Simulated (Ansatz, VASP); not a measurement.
**Two plane-wave programs on LiCaF3**

File INCAR:

```
SYSTEM = LiCaF3
PREC = Accurate
ENCUT = 520
EDIFF = 1E-6
ISMEAR = 0
SIGMA = 0.05
LREAL = .FALSE.
LASPH = .TRUE.
NELM = 80
ALGO = Normal
ISIF = 2
LWAVE = .FALSE.
LCHARG = .TRUE.
LELF = .TRUE.
LVHAR = .TRUE.
NBANDS = 25
```

KPOINTS

```
regular mesh
0
G
  6 6 6
  0 0 0
```

Contents of POSCAR:

```
LiCaF3
1.0
    3.7612440000      0.0000000000      0.0000000000
    0.0000000000      3.7612440000      0.0000000000
    0.0000000000      0.0000000000      3.7612440000
Li Ca F
1 1 3
Direct
    0.5000000000      0.5000000000      0.5000000000
    0.0000000000      0.0000000000      0.0000000000
   -0.0099701056      0.5000000000      0.5000000000
    0.4900298944      0.5000000000      0.0000000000
    0.4900298944      0.0000000000      0.5000000000
```

Input for Ansatz:

```yaml
crystal:
  lattice:
    - [3.761244, 0.0, 0.0]
    - [0.0, 3.761244, 0.0]
    - [0.0, 0.0, 3.761244]
  atoms:
    - { symbol: Li, position: [0.5, 0.5, 0.5] }
    - { symbol: Ca, position: [0.0, 0.0, 0.0] }
    - { symbol: F, position: [-0.0099701056, 0.5, 0.5] }
    - { symbol: F, position: [0.4900298944, 0.5, 0.0] }
    - { symbol: F, position: [0.4900298944, 0.0, 0.5] }
basis:
  ecutwfc: 420
kpoints:
  mp_grid: { grid: [6, 6, 6] }
hamiltonian:
  xc: lda
scf:
  occupations: { method: gaussian, width: 0.05 }
output:
  forces: true
  stress: true
  eigenvalues: true
```

Change from the starting cell: all F atoms moved +0.037 Å, as atom 3 towards its neighbour atom 1 (Li) at 1.881 Å.

Alike in both runs: task single point; functional LDA; k mesh 6 × 6 × 6; occupations gaussian, width 0.05 eV; no spin polarisation.

|  | VASP | Ansatz |
| --- | --- | --- |
| version | VASP 6.6.1 | Ansatz 0.2.0 |
| potentials or method | VASP PAW LDA potentials, release 64 (Li_sv, Ca_sv, F), cutoff 520 eV | scalar-relativistic, plane waves, PAW |
| valence electrons in the cell | 34 | 34 |

|  | VASP | Ansatz | Ansatz less VASP |
| --- | --- | --- | --- |
| gap on the k mesh at the Fermi level (eV) | 6.35 | 6.37 | +0.018 |
| least direct gap on the mesh (eV) | 6.47 | 6.49 | +0.016 |
| rms of the force components (eV/Å) | 0.061 | 0.061 | -0.0005 |

LDA's correlation is that of Perdew and Zunger in VASP and of Perdew and Wang (1992) in Ansatz. Atom by atom the forces differ by 0.002 eV/Å (rms over components).

Noted on VASP's run: the cutoff is under 1.25 times that of the potentials, so the pressure is a little rough.
